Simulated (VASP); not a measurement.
# Nb (Im-3m) in VASP: further runs

The runs below take Nb through single point, relaxation of cell and atoms, with PBE.

All numbers are computed with VASP 6.6.1; they aren't measurements. Logs are shortened: lines on timing, memory, paths and dates and some standing lists are left out, and cuts for length are marked.

## Step 1: The cell of the first run

It takes space group Im-3m (No. 229, cubic). The conventional cell has a = 3.309 Å, b = 3.309 Å, c = 3.309 Å, α = 90.00°, β = 90.00°, γ = 90.00°. Within 3.8 Å of Nb (site symmetry m-3m) lie 14 Nb at 2.87 to 3.31 Å.

## Step 2: Single point, PBE

File INCAR:

```
SYSTEM = Nb
PREC = Accurate
ENCUT = 520
EDIFF = 1E-6
ISMEAR = -1
SIGMA = 0.05
LREAL = .False.
LASPH = .True.
NELM = 80
ALGO = Normal
ISIF = 2
LWAVE = .False.
LCHARG = .False.
GGA = PE
NBANDS = 12
```

File KPOINTS:

```
Automatic mesh
0
Gamma
  17 17 17
  0 0 0
```

File POSCAR:

```
Nb
1.0
   -1.6545981164      1.6545981164      1.6545981164
    1.6545981164     -1.6545981164      1.6545981164
    1.6545981164      1.6545981164     -1.6545981164
Nb
1
Direct
    0.0000000000      0.0000000000      0.0000000000
```

Potentials or basis: VASP PAW PBE potentials, release 64 (Nb_sv).

On the command line:

```console
> cat potpaw_PBE.64/Nb_sv/POTCAR > POTCAR
> mpirun -np 1 vasp_std > vasp.out
```

OUTCAR:

```text
SYSTEM = Nb
   PREC = Accurate
   ENCUT = 520
   EDIFF = 1E-6
   ISMEAR = -1
   LREAL = .False.
   LASPH = .True.
   NELM = 80
   ISIF = 2
   GGA = PE

 ion  position               nearest neighbor table
   1  0.000  0.000  0.000-

  LATTYP: Found a body centered cubic cell.
 ALAT       =     3.3091962328

  Lattice vectors:

 A1 = (  -1.6545981164,   1.6545981164,   1.6545981164)
 A2 = (   1.6545981164,  -1.6545981164,   1.6545981164)
 A3 = (   1.6545981164,   1.6545981164,  -1.6545981164)

Analysis of symmetry for initial positions (statically):
=====================================================================
 Subroutine PRICEL returns:
 Original cell was already a primitive cell.

 Routine SETGRP: Setting up the symmetry group for a
 body centered cubic supercell.

 Subroutine GETGRP returns: Found 48 space group operations
 (whereof 48 operations were pure point group operations)
 out of a pool of 48 trial point group operations.

The static configuration has the point symmetry O_h .

Analysis of symmetry for dynamics (positions and initial velocities):
=====================================================================
 Subroutine PRICEL returns:
 Original cell was already a primitive cell.

 Routine SETGRP: Setting up the symmetry group for a
 body centered cubic supercell.

 Subroutine GETGRP returns: Found 48 space group operations
 (whereof 48 operations were pure point group operations)
 out of a pool of 48 trial point group operations.

The dynamic configuration has the point symmetry O_h .

 Subroutine INISYM returns: Found 48 space group operations
 (whereof 48 operations are pure point group operations),
 and found     1 'primitive' translations

----------------------------------------------------------------------------------------

                                     Primitive cell

  volume of cell :      18.1191

  direct lattice vectors                    reciprocal lattice vectors
    -1.654598116  1.654598116  1.654598116     0.000000000  0.302188184  0.302188184
     1.654598116 -1.654598116  1.654598116     0.302188184  0.000000000  0.302188184
     1.654598116  1.654598116 -1.654598116     0.302188184  0.302188184  0.000000000

  length of vectors
     2.865848004  2.865848004  2.865848004     0.427358628  0.427358628  0.427358628

  position of ions in fractional coordinates (direct lattice)
     0.000000000  0.000000000  0.000000000

  ion indices of the primitive-cell ions
   primitive index   ion index
                 1           1

----------------------------------------------------------------------------------------

 KPOINTS: Automatic mesh

Automatic generation of k-mesh.
 Grid dimensions read from file:
 generate k-points for:   17   17   17

 Generating k-lattice:

  Cartesian coordinates                     Fractional coordinates (reciprocal lattice)
     0.000000000  0.017775776  0.017775776     0.058823529  0.000000000  0.000000000
     0.017775776  0.000000000  0.017775776     0.000000000  0.058823529  0.000000000
     0.017775776  0.017775776  0.000000000     0.000000000  0.000000000  0.058823529

  Length of vectors
     0.025138743  0.025138743  0.025138743

  Shift w.r.t. Gamma in fractional coordinates (k-lattice)
     0.000000000  0.000000000  0.000000000

 Subroutine IBZKPT returns following result:
 ===========================================

 Found    165 irreducible k-points:

 Following reciprocal coordinates:
            Coordinates               Weight
  0.000000  0.000000  0.000000      1.000000
  0.058824  0.000000  0.000000     12.000000
  0.117647  0.000000  0.000000     12.000000
  0.176471  0.000000  0.000000     12.000000
  0.235294  0.000000  0.000000     12.000000
  0.294118  0.000000  0.000000     12.000000
[... 16 lines left out ...]
  0.411765  0.117647  0.000000     48.000000
  0.176471  0.176471  0.000000     24.000000
 [... further k-points ...]
   k-points           NKPTS =    165   k-points in BZ     NKDIM =    165   number of bands    NBANDS=     12
   number of dos      NEDOS =    301   number of ions     NIONS =      1
   total plane-waves  NPLWV =  13824
   dimension x,y,z NGX =    24 NGY =   24 NGZ =   24
   dimension x,y,z NGXF=    48 NGYF=   48 NGZF=   48
   ions per type =               1
   NGX,Y,Z   is equivalent  to a cutoff of  13.92, 13.92, 13.92 a.u.
   NGXF,Y,Z  is equivalent  to a cutoff of  27.84, 27.84, 27.84 a.u.
 SYSTEM =  Nb
   PREC   = accura    normal or accurate (medium, high low for compatibility)
   ISTART =      0    job   : 0-new  1-cont  2-samecut
   ICHARG =      2    charge: 1-file 2-atom 10-const
   ISPIN  =      1    spin polarized calculation?
   LNONCOLLINEAR =      F non collinear calculations
   LSORBIT =      F    spin-orbit coupling
   LASPH  =      T    aspherical Exc in radial PAW
   ENCUT  =  520.0 eV  38.22 Ry    6.18 a.u.   5.33  5.33  5.33*2*pi/ulx,y,z
   NELM   =     80;   NELMIN=  2; NELMDL= -5     # of ELM steps
   EDIFF  = 0.1E-05   stopping-criterion for ELM
   LREAL  =      F    real-space projection
   EDIFFG = 0.1E-04   stopping-criterion for IOM
   NSW    =      0    number of steps for IOM
   IBRION =     -1    ionic relax: 0-MD 1-quasi-New 2-CG
   NFREE  =      0    steps in history (QN), initial steepest desc. (CG)
   ISIF   =      2    stress and relaxation
   ISYM   =      2    0-nonsym 1-usesym 2-fastsym
   POTIM  = 0.5000    time-step for ionic-motion
   TEBEG  =    0.0;   TEEND  =   0.0 temperature during run
   PSTRESS=    0.0 pullay stress
   NELECT =      13.0000    total number of electrons
   NUPDOWN=      -1.0000    fix difference up-down
   EMIN   =  10.00;   EMAX   =-10.00  energy-range for DOS
   EFERMI =   0.00;   METHOD = LEGACY
   ISMEAR =    -1;   SIGMA  =   0.05  broadening in eV -4-tet -1-fermi 0-gaus
   EFERMI_NEDOS =   21; number of points for ismear=-14 and -15
   IALGO  =     38    algorithm
   IMIX   =      4    mixing-type and parameters
     AMIX     =   0.40;   BMIX     =  1.00
     AMIX_MAG =   1.60;   BMIX_MAG =  1.00
  volume/ion in A,a.u.               =      18.12       122.27
  Fermi-wavevector in a.u.,A,eV,Ry     =   1.465582  2.769548 29.224366  2.147930
  Thomas-Fermi vector in A             =   2.581422
   LORBIT       =      0    0 simple, 1 ext, 2 COOP (PROOUT), +10 PAW based schemes
   GGA     = PE    functional components
   LHFCALC =     F    Hartree Fock is set to
   AEXX    =    0.0000 exact exchange contribution
   IVDW    =     0    specifies the selected vdW correction
   LEPSILON=     F    determine dielectric tensor
   LRPA    =     F    only Hartree local field effects (RPA)
 non-spin polarized calculation
  energy-cutoff  :      520.00
  volume of cell :       18.12
 maximum number of plane-waves:       498
 NGX is ok and might be reduce to    24
   NGX = 11   NGY = 11   NGZ = 11

 number of electron      13.0000000 magnetization

 Free energy of the ion-electron system (eV)
  ---------------------------------------------------
  ext. energy  EPLUGINS =         0.00000000
  ---------------------------------------------------
  free energy    TOTEN  =       -10.22193204 eV

  energy without entropy =      -10.20907470  energy(sigma->0) =      -10.21550337

 E-fermi :  11.0908     XC(G=0): -12.4690

 val. band max:       11.0627049460   @ k =  -0.2353   0.2941   0.1176
 cond. band min:      11.0914140178   @ k =   0.2941   0.1765   0.0588
 fundamental gap:      0.0287090718
 Fermi energy:        11.0908178884

 k-point     1 :       0.0000    0.0000    0.0000
  band No.  band energies     occupation
      1     -43.2758      2.00000
      2     -18.5858      2.00000
      3     -18.5858      2.00000
      4     -18.5858      2.00000
      5       5.1620      2.00000
      6      11.4667      0.00109
      7      11.4667      0.00109
      8      11.4667      0.00109
      9      14.3565      0.00000
     10      14.3565      0.00000
     11      25.2998      0.00000
     12      25.2998      0.00000

 k-point     2 :       0.0588    0.0000    0.0000
  band No.  band energies     occupation
      1     -43.2679      2.00000
      2     -18.6344      2.00000
      3     -18.6006      2.00000
      4     -18.5863      2.00000
      5       5.3043      2.00000
      6      11.3787      0.00629
      7      11.4461      0.00164
      8      11.6022      0.00007
      9      14.2199      0.00000
     10      14.3565      0.00000
     11      25.4172      0.00000
     12      25.5462      0.00000

 k-point     3 :       0.1176    0.0000    0.0000
  band No.  band energies     occupation
      1     -43.2451      2.00000
      2     -18.7718      2.00000
      3     -18.6426      2.00000
      4     -18.5874      2.00000
      5       5.7107      2.00000
      6      11.1381      0.55934
      7      11.3574      0.00963
      8      12.0037      0.00000
      9      13.9399      0.00000
     10      14.3648      0.00000
     11      25.6966      0.00000
     12      26.2589      0.00000

 k-point     4 :       0.1765    0.0000    0.0000
  band No.  band energies     occupation
      1     -43.2105      2.00000
      2     -18.9758      2.00000
      3     -18.7056      2.00000
      4     -18.5891      2.00000
      5       6.3103      2.00000
      6      10.8008      1.99397
      7      11.1702      0.33938
      8      12.6535      0.00000
      9      13.7633      0.00000
     10      14.3999      0.00000
     11      25.8809      0.00000
     12      27.1716      0.00000

 k-point     5 :       0.2353    0.0000    0.0000
  band No.  band energies     occupation
      1     -43.1684      2.00000
      2     -19.2154      2.00000
      3     -18.7806      2.00000
      4     -18.5913      2.00000
      5       6.9569      2.00000
      6      10.4297      2.00000
      7      11.0024      1.70874
      8      13.5199      0.00000
      9      13.8047      0.00000
     10      14.4794      0.00000
     11      25.5876      0.00000
     12      27.1368      0.00000
[... 228 lines left out ...]
      1     -43.0737      2.00000
      2     -19.6541      2.00000
      3     -18.9637      2.00000
      4     -18.6568      2.00000
      5       7.9399      2.00000
      6       9.8323      2.00000
      7      11.1448      0.50700
      8      13.9472      0.00000
      9      15.0416      0.00000
     10      16.3545      0.00000
     11      24.1266      0.00000
     12      25.1557      0.00000

 k-point    22 :       0.3529    0.1176    0.0000
  band No.  band energies     occupation
      1     -43.0456      2.00000
      2     -19.7832      2.00000
      3     -19.0278      2.00000
      4     -18.6599      2.00000
      5       7.8723      2.00000
      6       9.6581      2.00000
      7      11.8074      0.00000
      8      14.1791      0.00000
      9      15.2055      0.00000
     10      17.4119      0.00000
     11      23.2977      0.00000
     12      24.0670      0.00000

 k-point    23 :       0.4118    0.1176    0.0000
  band No.  band energies     occupation
      1     -43.0304      2.00000
      2     -19.8515      2.00000
      3     -19.0621      2.00000
      4     -18.6615      2.00000
      5       7.7945      2.00000
      6       9.5693      2.00000
      7      12.2893      0.00000
      8      14.2353      0.00000
      9      15.4009      0.00000
     10      18.0941      0.00000
     11      22.6694      0.00000
     12      23.5168      0.00000

 k-point    24 :       0.1765    0.1765    0.0000
  band No.  band energies     occupation
      1     -43.1146      2.00000
      2     -19.4421      2.00000
      3     -18.8690      2.00000
      4     -18.6751      2.00000
      5       7.8925      2.00000
      6      10.1558      2.00000
      7      10.4424      2.00000
      8      13.5202      0.00000
      9      14.9239      0.00000
     10      15.2233      0.00000
     11      25.4540      0.00000
     12      26.5955      0.00000

 [... further k-points ...]

------------------------ aborting loop because EDIFF is reached ----------------------------------------

  FORCE on cell =-STRESS in cart. coord.  units (eV):
  Direction    XX          YY          ZZ          XY          YZ          ZX
  --------------------------------------------------------------------------------------
  -------------------------------------------------------------------------------------
  Total       -0.0355895     -0.0355895     -0.0355895     -0.0000000     -0.0000000      0.0000000
  in kB       -3.1469881     -3.1469881     -3.1469881     -0.0000000     -0.0000000      0.0000000
  external PRESSURE =      -3.1469881 kB  Pullay stress =       0.0000000 kB

 VOLUME and BASIS-vectors are now :
 -----------------------------------------------------------------------------
  energy-cutoff  :      520.00
  volume of cell :       18.12
      direct lattice vectors                 reciprocal lattice vectors
    -1.654598116  1.654598116  1.654598116     0.000000000  0.302188184  0.302188184
     1.654598116 -1.654598116  1.654598116     0.302188184  0.000000000  0.302188184
     1.654598116  1.654598116 -1.654598116     0.302188184  0.302188184  0.000000000

 POSITION                                       TOTAL-FORCE (eV/Angst)
 -----------------------------------------------------------------------------------
      0.00000      0.00000      0.00000         0.000000     -0.000000      0.000000
 -----------------------------------------------------------------------------------
    total drift:                                0.000000      0.000000      0.000000

  FREE ENERGIE OF THE ION-ELECTRON SYSTEM (eV)
  ---------------------------------------------------
  free  energy   TOTEN  =       -10.2219320427 eV

  energy  without entropy=      -10.2090746986  energy(sigma->0) =      -10.21550337
```

Run time: 10 s. Hardware: 1 thread of Intel Xeon 6975P-C (Granite Rapids), shared host; peak memory 0.15 GiB.

Results:

| Item | Value |
| --- | --- |
| Free energy | -10.2219 eV |
| Pressure | -0.3 GPa |
| Band gap on the k mesh | zero (an odd number of electrons rules out a gap without spin polarisation) |

## Step 3: Single point, PBE

File INCAR:

```
ALGO     = Normal         # electronic algorithm
EDIFF    = 1E-7           # SCF threshold, eV
ENCUT    = 520            # plane-wave cutoff, eV
GGA      = PE             # functional
ISIF     = 2              # what is computed and relaxed
ISMEAR   = -1             # smearing method
LASPH    = True           # aspherical terms in the spheres
LCHARG   = False          # write CHGCAR
LREAL    = False          # projectors in reciprocal space
LWAVE    = False          # write WAVECAR
NBANDS   = 12             # bands
NELM     = 80             # most SCF steps
PREC     = Accurate       # precision mode
SIGMA    = 0.05           # smearing width, eV
```

File KPOINTS:

```
k-points
0
Gamma
  17 17 17
```

File POSCAR:

```
Nb
1.0
   -1.6545981165      1.6545981165      1.6545981165
    1.6545981165     -1.6545981165      1.6545981165
    1.6545981165      1.6545981165     -1.6545981165
Nb
1
Direct
    0.0000000000      0.0000000000      0.0000000000
```

Potentials or basis: VASP PAW PBE potentials, release 64 (Nb_sv).

On the command line:

```console
> cat potpaw_PBE.64/Nb_sv/POTCAR > POTCAR
> mpirun -np 1 vasp_std > vasp.out
```

Run time: 12 s. Hardware: 1 thread of Intel Xeon 6975P-C (Granite Rapids), shared host; peak memory 0.16 GiB.

It converged, with:

| Quantity | Value |
| --- | --- |
| Free energy | -10.2219 eV |
| Pressure | -0.3 GPa |
| Band gap on the k mesh | zero (an odd number of electrons rules out a gap without spin polarisation) |

Levels at points of the mesh, in eV from the Fermi level:
| k point | band 4 | band 5 | band 6 | band 7 | band 8 | band 9 |
| --- | --- | --- | --- | --- | --- | --- |
| (0.00, 0.00, 0.00) | -29.68 | -5.93 | 0.38 | 0.38 | 0.38 | 3.27 |

## Step 4: Relaxation of cell and atoms, PBE

File INCAR:

```
SYSTEM = Nb
  PREC = Accurate
  ENCUT = 600
  EDIFF = 1E-6
  ISMEAR = -1
  SIGMA = 0.05
  LREAL = .FALSE.
  LASPH = .TRUE.
  NELM = 80
  ALGO = Normal
  ISIF = 3
  LWAVE = .FALSE.
  LCHARG = .FALSE.
  GGA = PE
  IBRION = 2
  NSW = 60
  EDIFFG = -0.005
```

File KPOINTS:

```
regular mesh
0
G
  17 17 17
  0 0 0
```

File POSCAR:

```
Nb
1.0
   -1.6548069191      1.6548069191      1.6548069191
    1.6548069191     -1.6548069191      1.6548069191
    1.6548069191      1.6548069191     -1.6548069191
Nb
1
Direct
    0.0000000000      0.0000000000      0.0000000000
```

On the command line:

```console
> cat potpaw_PBE.64/Nb_sv/POTCAR > POTCAR
> mpirun -np 1 vasp_std > vasp.out
```

Run time: 21 s. Hardware: 1 thread of Intel Xeon 6975P-C (Granite Rapids), shared host; peak memory 0.17 GiB.

It converged, with:

| Item | Value |
| --- | --- |
| Free energy | -10.2219 eV |
| Relaxed volume | 18.09 Å³/atom |
| Relaxed cell | a = 2.864 Å, b = 2.864 Å, c = 2.864 Å, α = 109.47°, β = 109.47°, γ = 109.47° |
| Space group after relaxing (to 0.1 Å) | Im-3m (No. 229) |
| Energy gained by relaxing | 0.0 meV/atom |
| Ionic steps | 3 |
| Pressure after relaxing | 0.0 GPa |
| Band gap on the k mesh | zero (an odd number of electrons rules out a gap without spin polarisation) |

Final structure:
```
CELL_PARAMETERS angstrom
-1.65363 1.65363 1.65363
1.65363 -1.65363 1.65363
1.65363 1.65363 -1.65363
ATOMIC_POSITIONS crystal
Nb 0.00000 0.00000 0.00000
```

Levels at points of the mesh, in eV from the Fermi level:
| k point | band 4 | band 5 | band 6 | band 7 | band 8 | band 9 |
| --- | --- | --- | --- | --- | --- | --- |
| (0.00, 0.00, 0.00) | -29.67 | -5.93 | 0.38 | 0.38 | 0.38 | 3.27 |

## Step 5: Relaxation of cell and atoms, PBE

File INCAR:

```
SYSTEM = Nb
PREC     = Accurate       ! precision mode
ENCUT    = 600            ! plane-wave cutoff, eV
EDIFF    = 1E-6           ! SCF threshold, eV
ISMEAR   = -1             ! smearing method
SIGMA    = 0.05           ! smearing width, eV
LREAL    = .False.        ! projectors in reciprocal space
LASPH    = .True.         ! aspherical terms in the spheres
NELM     = 60             ! most SCF steps
ALGO     = Normal         ! electronic algorithm
ISIF     = 3              ! what is computed and relaxed
LWAVE    = .False.        ! write WAVECAR
LCHARG   = .False.        ! write CHGCAR
GGA      = PE             ! functional
IBRION   = 2              ! ionic algorithm
NSW      = 45             ! ionic steps
EDIFFG   = -0.005         ! ionic threshold
```

File KPOINTS:

```
regular mesh
0
Gamma
  17 17 17
  0 0 0
```

File POSCAR:

```
Nb
1.0
   -1.6545981165      1.6545981165      1.6545981165
    1.6545981165     -1.6545981165      1.6545981165
    1.6545981165      1.6545981165     -1.6545981165
Nb
1
Direct
    0.0000000000      0.0000000000      0.0000000000
```

On the command line:

```console
> cat potpaw_PBE.64/Nb_sv/POTCAR > POTCAR
> mpirun -np 1 vasp_std > vasp.out
```

Wall time 20 s (1 thread of Intel Xeon 6975P-C (Granite Rapids), shared host); peak memory 0.16 GiB.

Results (log left out):

| Property | Result |
| --- | --- |
| Free energy | -10.2219 eV |
| Relaxed volume | 18.09 Å³/atom |
| Relaxed cell | a = 2.864 Å, b = 2.864 Å, c = 2.864 Å, α = 109.47°, β = 109.47°, γ = 109.47° |
| Space group after relaxing (to 0.1 Å) | Im-3m (No. 229) |
| Energy gained by relaxing | 0.0 meV/atom |
| Ionic steps | 3 |
| Pressure after relaxing | 0.0 GPa |
| Band gap on the k mesh | zero (an odd number of electrons rules out a gap without spin polarisation) |

Final structure:
```
Nb
1.0
    -1.65363    1.65363    1.65363
     1.65363   -1.65363    1.65363
     1.65363    1.65363   -1.65363
Nb
1
Direct
  0.00000 0.00000 0.00000
```

Levels at points of the mesh, in eV from the Fermi level:
```csv
k point,band 2,band 3,band 4,band 5,band 6,band 7,band 8,band 9,band 10
"(0.00, 0.00, 0.00)",-29.67,-29.67,-29.67,-5.93,0.38,0.38,0.38,3.27,3.27
```
